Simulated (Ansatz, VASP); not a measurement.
## Two plane-wave programs on Al2BAs2

```
Al B As
1.0
    -2.08875    2.08875    5.19313
     2.08875   -2.08875    5.19313
     2.08875    2.08875   -5.19313
Al B As
2 1 2
Direct
  0.38259 0.38259 0.00000
  0.61741 0.61741 0.00000
  0.00000 0.00000 0.00000
  0.25000 0.75000 0.50000
  0.75000 0.25000 0.50000
```

Change from the starting cell: species swapped into the CaZn2Ge2 type (I4/mmm, No. 139).

Alike in both runs: task relaxation of cell and atoms; functional PBE; k mesh 6 × 6 × 6; occupations gaussian, width 0.1 eV; no spin polarisation.

|  | VASP | Ansatz |
| --- | --- | --- |
| version | VASP 6.6.1 | Ansatz 0.2.0 |
| potentials or method | VASP PAW PBE potentials, release 64 (Al, B, As), cutoff 600 eV | scalar-relativistic, plane waves, PAW |
| valence electrons in the cell | 19 | 39 |

Ansatz gave:

- gap on the k mesh at the Fermi level, each at its own relaxed structure (eV): none
- relaxed volume (Å³/atom): 19.70
- relaxed cell length with the largest relative difference (Å): 6.296

Task: Estimate VASP's values.

Result: gap on the k mesh at the Fermi level, each at its own relaxed structure (eV): none; relaxed volume (Å³/atom): 19.65; relaxed cell length with the largest relative difference (Å): 6.304.

A gap of «none» marks a metal or a gap that the smearing closes. VASP's potentials hold 19 valence electrons a cell and Ansatz's 39, so a difference there can come from the potentials and not from the codes.
